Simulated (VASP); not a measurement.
# CdGeAs2 (P-4m2) in VASP: further runs

The runs below take CdGeAs2 through single point, relaxation of cell and atoms, with LDA, PBE, r2SCAN, PBEsol.

Program: VASP 6.6.1. These are calculated values, not measurements. Logs are shortened: lines on timing, memory, paths and dates and some standing lists are left out, and cuts for length are marked.

## Step 1: The cell of the first run

The structure is tetragonal, space group P-4m2 (No. 115). The conventional cell has a = 4.076 Å, b = 4.076 Å, c = 6.118 Å, α = 90.00°, β = 90.00°, γ = 90.00°. Within 3.4 Å of Cd (site symmetry -4m2) lie 4 As at 2.61 Å. Within 3.3 Å of As (site symmetry 2mm) lie 2 Ge at 2.49 Å and 2 Cd at 2.61 Å. Ge (site symmetry -4m2) has 4 As at 2.49 Å within 3.3 Å.

## Step 2: Single point, LDA

INCAR

```
PREC     = Accurate       # precision mode
ENCUT    = 500            # plane-wave cutoff, eV
EDIFF    = 1E-6           # SCF threshold, eV
ISMEAR   = -1             # smearing method
SIGMA    = 0.02           # smearing width, eV
LREAL    = False          # projectors in reciprocal space
LASPH    = True           # aspherical terms in the spheres
NELM     = 120            # most SCF steps
ALGO     = Normal         # electronic algorithm
ISIF     = 2              # what is computed and relaxed
LWAVE    = False          # write WAVECAR
LCHARG   = False          # write CHGCAR
NBANDS   = 26             # bands
GGA_COMPAT= False
```

KPOINTS

```
Automatic mesh
0
Gamma
  6 6 4
```

POSCAR

```
CdGeAs2
1.0
    4.0763717154      0.0000000000      0.0000000000
    0.0000000000      4.0763717154      0.0000000000
    0.0000000000      0.0000000000      6.1183213173
Cd As Ge
1 2 1
Direct
    0.0000000000      0.0000000000      0.0000000000
    0.0000000000      0.5000000000      0.2672334420
    0.5000000000      0.0000000000      0.7327665580
    0.5000000000      0.5000000000      0.5000000000
```

Potentials or basis: VASP PAW LDA potentials, release 64 (Cd, As, Ge_d).

Run with:

```bash
$ cat potpaw_LDA.64/Cd/POTCAR potpaw_LDA.64/As/POTCAR potpaw_LDA.64/Ge_d/POTCAR > POTCAR
$ mpirun -np 1 vasp_std > vasp.out
```

OUTCAR:

```text
PREC = Accurate
   ENCUT = 500
   EDIFF = 1E-6
   ISMEAR = -1
   LREAL = False
   LASPH = True
   NELM = 120
   ISIF = 2

 ion  position               nearest neighbor table
   1  0.000  0.000  0.000-   2 2.61   3 2.61   2 2.61   3 2.61
   2  0.000  0.500  0.267-   4 2.49   4 2.49   1 2.61   1 2.61
   3  0.500  0.000  0.733-   4 2.49   4 2.49   1 2.61   1 2.61
   4  0.500  0.500  0.500-   2 2.49   3 2.49   3 2.49   2 2.49

  LATTYP: Found a simple tetragonal cell.
 ALAT       =     4.0763717154
 C/A-ratio  =     1.5009233074

  Lattice vectors:

 A1 = (   4.0763717154,   0.0000000000,   0.0000000000)
 A2 = (   0.0000000000,   4.0763717154,   0.0000000000)
 A3 = (   0.0000000000,   0.0000000000,   6.1183213173)

Analysis of symmetry for initial positions (statically):
=====================================================================
 Subroutine PRICEL returns:
 Original cell was already a primitive cell.

 Routine SETGRP: Setting up the symmetry group for a
 simple tetragonal supercell.

 Subroutine GETGRP returns: Found  8 space group operations
 (whereof  8 operations were pure point group operations)
 out of a pool of 16 trial point group operations.

The static configuration has the point symmetry D_2d.

Analysis of symmetry for dynamics (positions and initial velocities):
=====================================================================
 Subroutine PRICEL returns:
 Original cell was already a primitive cell.

 Routine SETGRP: Setting up the symmetry group for a
 simple tetragonal supercell.

 Subroutine GETGRP returns: Found  8 space group operations
 (whereof  8 operations were pure point group operations)
 out of a pool of 16 trial point group operations.

The dynamic configuration has the point symmetry D_2d.

 Subroutine INISYM returns: Found  8 space group operations
 (whereof  8 operations are pure point group operations),
 and found     1 'primitive' translations

----------------------------------------------------------------------------------------

                                     Primitive cell

  volume of cell :     101.6670

  direct lattice vectors                    reciprocal lattice vectors
     4.076371715  0.000000000  0.000000000     0.245316195  0.000000000  0.000000000
     0.000000000  4.076371715  0.000000000     0.000000000  0.245316195  0.000000000
     0.000000000  0.000000000  6.118321317     0.000000000  0.000000000  0.163443524

  length of vectors
     4.076371715  4.076371715  6.118321317     0.245316195  0.245316195  0.163443524

[... 85 lines left out ...]
   LREAL  =      F    real-space projection
   EDIFFG = 0.1E-04   stopping-criterion for IOM
   NSW    =      0    number of steps for IOM
   IBRION =     -1    ionic relax: 0-MD 1-quasi-New 2-CG
   NFREE  =      0    steps in history (QN), initial steepest desc. (CG)
   ISIF   =      2    stress and relaxation
   ISYM   =      2    0-nonsym 1-usesym 2-fastsym
   POTIM  = 0.5000    time-step for ionic-motion
   TEBEG  =    0.0;   TEEND  =   0.0 temperature during run
   PSTRESS=    0.0 pullay stress
   NELECT =      36.0000    total number of electrons
   NUPDOWN=      -1.0000    fix difference up-down
   EMIN   =  10.00;   EMAX   =-10.00  energy-range for DOS
   EFERMI =   0.00;   METHOD = LEGACY
   ISMEAR =    -1;   SIGMA  =   0.02  broadening in eV -4-tet -1-fermi 0-gaus
   EFERMI_NEDOS =   21; number of points for ismear=-14 and -15
   IALGO  =     38    algorithm
   IMIX   =      4    mixing-type and parameters
     AMIX     =   0.40;   BMIX     =  1.00
     AMIX_MAG =   1.60;   BMIX_MAG =  1.00
  volume/ion in A,a.u.               =      25.42       171.52
  Fermi-wavevector in a.u.,A,eV,Ry     =   1.158197  2.188675 18.251127  1.341420
  Thomas-Fermi vector in A             =   2.294801
   LORBIT       =      0    0 simple, 1 ext, 2 COOP (PROOUT), +10 PAW based schemes
   GGA     = CA    functional components
   LHFCALC =     F    Hartree Fock is set to
   AEXX    =    0.0000 exact exchange contribution
   IVDW    =     0    specifies the selected vdW correction
   LEPSILON=     F    determine dielectric tensor
   LRPA    =     F    only Hartree local field effects (RPA)
 non-spin polarized calculation
  energy-cutoff  :      500.00
  volume of cell :      101.67
 maximum number of plane-waves:      2605
 NGX is ok and might be reduce to    30
   NGX = 15   NGY = 15   NGZ = 23

 number of electron      35.9999979 magnetization

 Free energy of the ion-electron system (eV)
  ---------------------------------------------------
  ext. energy  EPLUGINS =         0.00000000
  ---------------------------------------------------
  free energy    TOTEN  =       -17.41286011 eV

  energy without entropy =      -17.41124364  energy(sigma->0) =      -17.41205187

 E-fermi :   2.9823     XC(G=0):  -9.6195

 val. band max:        2.8992211777   @ k =   0.3333   0.0000   0.0000
 cond. band min:       2.9921045323   @ k =   0.3333   0.0000   0.2500
 fundamental gap:      0.0928833546
 Fermi energy:         2.9823178225

 k-point     1 :       0.0000    0.0000    0.0000
  band No.  band energies     occupation
      1     -22.2937      2.00000
      2     -22.2937      2.00000
      3     -22.2892      2.00000
      4     -22.2827      2.00000
      5     -22.2593      2.00000
      6      -9.9799      2.00000
[... 685 lines left out ...]
     25       9.9350      0.00000
     26      10.2140      0.00000

 [... further k-points ...]

------------------------ aborting loop because EDIFF is reached ----------------------------------------

  FORCE on cell =-STRESS in cart. coord.  units (eV):
  Direction    XX          YY          ZZ          XY          YZ          ZX
  --------------------------------------------------------------------------------------
  -------------------------------------------------------------------------------------
  Total       -1.2471391     -1.2471391     -1.6697397      0.0000000      0.0000000      0.0000000
  in kB      -19.6537597    -19.6537597    -26.3135544      0.0000000      0.0000000      0.0000000
  external PRESSURE =     -21.8736912 kB  Pullay stress =       0.0000000 kB

 VOLUME and BASIS-vectors are now :
 -----------------------------------------------------------------------------
  energy-cutoff  :      500.00
  volume of cell :      101.67
      direct lattice vectors                 reciprocal lattice vectors
     4.076371715  0.000000000  0.000000000     0.245316195  0.000000000  0.000000000
     0.000000000  4.076371715  0.000000000     0.000000000  0.245316195  0.000000000
     0.000000000  0.000000000  6.118321317     0.000000000  0.000000000  0.163443524

 POSITION                                       TOTAL-FORCE (eV/Angst)
 -----------------------------------------------------------------------------------
      0.00000      0.00000      0.00000        -0.000000      0.000000      0.000000
      0.00000      2.03819      1.63502         0.000000      0.000000     -0.181216
      2.03819      0.00000      4.48330         0.000000      0.000000      0.181216
      2.03819      2.03819      3.05916         0.000000      0.000000      0.000000
 -----------------------------------------------------------------------------------
    total drift:                                0.000000      0.000000      0.000000

  FREE ENERGIE OF THE ION-ELECTRON SYSTEM (eV)
  ---------------------------------------------------
  free  energy   TOTEN  =       -17.4128601115 eV

  energy  without entropy=      -17.4112436365  energy(sigma->0) =      -17.41205187
```

OSZICAR:

```text
N       E                     dE             d eps       ncg     rms          rms(c)
DAV:   1     0.274275980803E+03    0.27428E+03   -0.16961E+04  1910   0.214E+03
DAV:   2     0.174751436796E+02   -0.25680E+03   -0.24729E+03  1604   0.596E+02
DAV:   3    -0.165730799016E+02   -0.34048E+02   -0.33718E+02  1828   0.130E+02
DAV:   4    -0.178972038067E+02   -0.13241E+01   -0.13224E+01  1804   0.268E+01
DAV:   5    -0.179208510924E+02   -0.23647E-01   -0.23644E-01  1898   0.394E+00    0.647E+00
DAV:   6    -0.174767489616E+02    0.44410E+00   -0.72498E-01  1838   0.911E+00    0.483E+00
DAV:   7    -0.174195991642E+02    0.57150E-01   -0.29433E-01  1716   0.276E+00    0.170E+00
DAV:   8    -0.174135293014E+02    0.60699E-02   -0.33453E-02  1792   0.187E+00    0.285E-01
DAV:   9    -0.174129174243E+02    0.61188E-03   -0.37505E-03  1842   0.742E-01    0.642E-02
DAV:  10    -0.174128525328E+02    0.64892E-04   -0.32102E-04  1732   0.174E-01    0.338E-02
DAV:  11    -0.174128605417E+02   -0.80089E-05   -0.95614E-05  1766   0.751E-02    0.147E-02
DAV:  12    -0.174128599634E+02    0.57828E-06   -0.15593E-05  1670   0.368E-02    0.860E-03
DAV:  13    -0.174128601115E+02   -0.14812E-06   -0.12464E-06  1036   0.108E-02
   1 F= -.17412860E+02 E0= -.17412052E+02  d E =-.161648E-02
```

It took 67 s on 1 thread of Intel Xeon Platinum 8259CL at 2.50GHz (Skylake/Cascade Lake), shared host; peak memory 0.22 GiB.

Results:

| Quantity | Value |
| --- | --- |
| Free energy | -17.4129 eV |
| Pressure | -2.2 GPa |
| Largest force | 0.181 eV/Å |
| Band gap on the k mesh | zero (bands 18 and 19 overlap by 0.30 eV) |

Forces on the atoms (eV/Å):
```
Cd   0.000  0.000  0.000
As   0.000  0.000 -0.181
As   0.000  0.000  0.181
Ge   0.000  0.000  0.000
```

Levels at points of the mesh, in eV from the Fermi level:
| k point | band 15 | band 16 | band 17 | band 18 | band 19 | band 20 | band 21 | band 22 |
| --- | --- | --- | --- | --- | --- | --- | --- | --- |
| (0.00, 0.00, 0.00) | -3.08 | -1.09 | -0.47 | 0.16 | 0.16 | 0.67 | 2.24 | 3.31 |
| (0.50, 0.00, 0.00) | -3.59 | -3.45 | -2.38 | -0.24 | 0.63 | 3.84 | 4.07 | 4.27 |
| (0.50, 0.50, 0.00) | -3.91 | -2.83 | -2.83 | -1.90 | 1.01 | 1.20 | 1.20 | 2.11 |
| (0.00, 0.00, 0.50) | -2.75 | -2.75 | -0.76 | -0.76 | 0.71 | 0.84 | 3.39 | 4.10 |
| (0.50, 0.00, 0.50) | -2.37 | -1.83 | -1.15 | -0.67 | -0.14 | 1.50 | 3.20 | 3.58 |
| (0.50, 0.50, 0.50) | -4.07 | -3.36 | -3.36 | -2.98 | 2.43 | 3.65 | 3.65 | 4.66 |

## Step 3: Single point, PBE

This run uses another cell than the first one, of 26.44 Å³/atom.

INCAR

```
SYSTEM = CdGeAs2
ALGO = Normal
EDIFF = 1E-6
ENCUT = 500
GGA = PE
GGA_COMPAT = .FALSE.
ISIF = 2
ISMEAR = -1
LASPH = .TRUE.
LCHARG = .FALSE.
LREAL = .FALSE.
LWAVE = .FALSE.
NBANDS = 26
NELM = 120
PREC = Accurate
SIGMA = 0.02
```

KPOINTS

```
k-points
0
G
  6 6 4
  0 0 0
```

POSCAR

```
CdGeAs2
1.0
    4.1464271572      0.0000000000      0.0000000000
    0.0000000000      4.1464271572      0.0000000000
    0.0000000000      0.0000000000      6.1513365469
Cd As Ge
1 2 1
Direct
    0.0000000000      0.0000000000      0.0000000000
    0.0000000000      0.5000000000      0.2656376287
    0.5000000000      0.0000000000      0.7343623713
    0.5000000000      0.5000000000      0.5000000000
```

Potentials or basis: VASP PAW PBE potentials, release 64 (Cd, As, Ge_d).

Run with:

```bash
$ cat potpaw_PBE.64/Cd/POTCAR potpaw_PBE.64/As/POTCAR potpaw_PBE.64/Ge_d/POTCAR > POTCAR
$ mpirun -np 1 vasp_std > vasp.out
```

OUTCAR:

```text
SYSTEM = CdGeAs2
   EDIFF = 1E-6
   ENCUT = 500
   GGA = PE
   ISIF = 2
   ISMEAR = -1
   LASPH = .TRUE.
   LREAL = .FALSE.
   NELM = 120
   PREC = Accurate

 ion  position               nearest neighbor table
   1  0.000  0.000  0.000-   2 2.64   3 2.64   2 2.64   3 2.64
   2  0.000  0.500  0.266-   4 2.53   4 2.53   1 2.64   1 2.64
   3  0.500  0.000  0.734-   4 2.53   4 2.53   1 2.64   1 2.64
   4  0.500  0.500  0.500-   2 2.53   3 2.53   3 2.53   2 2.53

  LATTYP: Found a simple tetragonal cell.
 ALAT       =     4.1464271572
 C/A-ratio  =     1.4835269772

  Lattice vectors:

 A1 = (   4.1464271572,   0.0000000000,   0.0000000000)
 A2 = (   0.0000000000,   4.1464271572,   0.0000000000)
 A3 = (   0.0000000000,   0.0000000000,   6.1513365469)

Analysis of symmetry for initial positions (statically):
=====================================================================
 Subroutine PRICEL returns:
 Original cell was already a primitive cell.

 Routine SETGRP: Setting up the symmetry group for a
 simple tetragonal supercell.

 Subroutine GETGRP returns: Found  8 space group operations
 (whereof  8 operations were pure point group operations)
 out of a pool of 16 trial point group operations.

The static configuration has the point symmetry D_2d.

Analysis of symmetry for dynamics (positions and initial velocities):
=====================================================================
 Subroutine PRICEL returns:
 Original cell was already a primitive cell.

 Routine SETGRP: Setting up the symmetry group for a
 simple tetragonal supercell.

 Subroutine GETGRP returns: Found  8 space group operations
 (whereof  8 operations were pure point group operations)
 out of a pool of 16 trial point group operations.

The dynamic configuration has the point symmetry D_2d.

 Subroutine INISYM returns: Found  8 space group operations
 (whereof  8 operations are pure point group operations),
[... 117 lines left out ...]
   IALGO  =     38    algorithm
   IMIX   =      4    mixing-type and parameters
     AMIX     =   0.40;   BMIX     =  1.00
     AMIX_MAG =   1.60;   BMIX_MAG =  1.00
  volume/ion in A,a.u.               =      26.44       178.42
  Fermi-wavevector in a.u.,A,eV,Ry     =   1.143062  2.160074 17.777248  1.306591
  Thomas-Fermi vector in A             =   2.279758
   LORBIT       =      0    0 simple, 1 ext, 2 COOP (PROOUT), +10 PAW based schemes
   GGA     = PE    functional components
   LHFCALC =     F    Hartree Fock is set to
   AEXX    =    0.0000 exact exchange contribution
   IVDW    =     0    specifies the selected vdW correction
   LEPSILON=     F    determine dielectric tensor
   LRPA    =     F    only Hartree local field effects (RPA)
 non-spin polarized calculation
  energy-cutoff  :      500.00
  volume of cell :      105.76
 maximum number of plane-waves:      2711
   NGX = 15   NGY = 15   NGZ = 23

 number of electron      36.0000018 magnetization

 Free energy of the ion-electron system (eV)
  ---------------------------------------------------
  ext. energy  EPLUGINS =         0.00000000
  ---------------------------------------------------
  free energy    TOTEN  =       -14.73003697 eV

  energy without entropy =      -14.72825734  energy(sigma->0) =      -14.72914715

 E-fermi :   2.8317     XC(G=0):  -9.1120

 val. band max:        2.6952763549   @ k =   0.3333   0.0000   0.0000
 cond. band min:       2.8458001607   @ k =   0.3333   0.0000   0.2500
 fundamental gap:      0.1505238058
 Fermi energy:         2.8317035910

 k-point     1 :       0.0000    0.0000    0.0000
  band No.  band energies     occupation
      1     -22.3124      2.00000
      2     -22.3124      2.00000
      3     -22.3053      2.00000
      4     -22.3043      2.00000
      5     -22.2802      2.00000
      6      -9.8336      2.00000
[... 685 lines left out ...]
     25       9.8362      0.00000
     26      10.1459      0.00000

 [... further k-points ...]

------------------------ aborting loop because EDIFF is reached ----------------------------------------

  FORCE on cell =-STRESS in cart. coord.  units (eV):
  Direction    XX          YY          ZZ          XY          YZ          ZX
  --------------------------------------------------------------------------------------
  -------------------------------------------------------------------------------------
  Total        0.1226650      0.1226650      0.1260853      0.0000000      0.0000000      0.0000000
  in kB        1.8582913      1.8582913      1.9101058      0.0000000      0.0000000      0.0000000
  external PRESSURE =       1.8755628 kB  Pullay stress =       0.0000000 kB

 VOLUME and BASIS-vectors are now :
 -----------------------------------------------------------------------------
  energy-cutoff  :      500.00
  volume of cell :      105.76
      direct lattice vectors                 reciprocal lattice vectors
     4.146427157  0.000000000  0.000000000     0.241171486  0.000000000  0.000000000
     0.000000000  4.146427157  0.000000000     0.000000000  0.241171486  0.000000000
     0.000000000  0.000000000  6.151336547     0.000000000  0.000000000  0.162566296

 POSITION                                       TOTAL-FORCE (eV/Angst)
 -----------------------------------------------------------------------------------
      0.00000      0.00000      0.00000         0.000000      0.000000      0.000000
      0.00000      2.07321      1.63403         0.000000      0.000000      0.012260
      2.07321      0.00000      4.51731         0.000000      0.000000     -0.012260
      2.07321      2.07321      3.07567         0.000000     -0.000000      0.000000
 -----------------------------------------------------------------------------------
    total drift:                                0.000000      0.000000      0.000000

  FREE ENERGIE OF THE ION-ELECTRON SYSTEM (eV)
  ---------------------------------------------------
  free  energy   TOTEN  =       -14.7300369669 eV

  energy  without entropy=      -14.7282573408  energy(sigma->0) =      -14.72914715
```

OSZICAR:

```text
N       E                     dE             d eps       ncg     rms          rms(c)
DAV:   1     0.270078832410E+03    0.27008E+03   -0.17147E+04  1922   0.210E+03
DAV:   2     0.190533096001E+02   -0.25103E+03   -0.24129E+03  1626   0.578E+02
DAV:   3    -0.138424525780E+02   -0.32896E+02   -0.32620E+02  1928   0.128E+02
DAV:   4    -0.151142370490E+02   -0.12718E+01   -0.12706E+01  1744   0.262E+01
DAV:   5    -0.151368392876E+02   -0.22602E-01   -0.22600E-01  1910   0.384E+00    0.600E+00
DAV:   6    -0.147609687793E+02    0.37587E+00   -0.67868E-01  1792   0.851E+00    0.460E+00
DAV:   7    -0.147296008258E+02    0.31368E-01   -0.28537E-01  1712   0.270E+00    0.167E+00
DAV:   8    -0.147293168237E+02    0.28400E-03   -0.32290E-02  1740   0.178E+00    0.298E-01
DAV:   9    -0.147297963145E+02   -0.47949E-03   -0.37431E-03  1774   0.731E-01    0.689E-02
DAV:  10    -0.147299236680E+02   -0.12735E-03   -0.48600E-04  1736   0.203E-01    0.413E-02
DAV:  11    -0.147300331329E+02   -0.10946E-03   -0.20058E-04  1688   0.850E-02    0.131E-02
DAV:  12    -0.147300358039E+02   -0.26709E-05   -0.17242E-05  1834   0.358E-02    0.986E-03
DAV:  13    -0.147300372028E+02   -0.13989E-05   -0.35721E-06  1698   0.113E-02    0.333E-03
DAV:  14    -0.147300369669E+02    0.23583E-06   -0.94880E-07  1184   0.113E-02
   1 F= -.14730037E+02 E0= -.14729147E+02  d E =-.177963E-02
```

stdout:

```text
POSCAR found type information on POSCAR CdAsGe
 POSCAR found :  3 types and       4 ions
 scaLAPACK will be used
 LDA part: xc-table for (Slater+PW92), standard interpolation
 POSCAR, INCAR and KPOINTS ok, starting setup
 FFT: planning ... GRIDC
 FFT: planning ... GRID_SOFT
 FFT: planning ... GRID
 WAVECAR not read
 entering main loop
```

It took 96 s on 1 thread of Intel Xeon Platinum 8259CL at 2.50GHz (Skylake/Cascade Lake), shared host; peak memory 0.24 GiB.

Results:

| Quantity | Value |
| --- | --- |
| Free energy | -14.7300 eV |
| Pressure | 0.2 GPa |
| Largest force | 0.012 eV/Å |
| Band gap on the k mesh | zero (bands 18 and 19 overlap by 0.30 eV) |

Forces in eV/Å, atoms in the order of the input:
```
Cd   0.000  0.000  0.000
As   0.000  0.000  0.012
As   0.000  0.000 -0.012
Ge   0.000  0.000  0.000
```

(Part 1 of 3 ends here.)
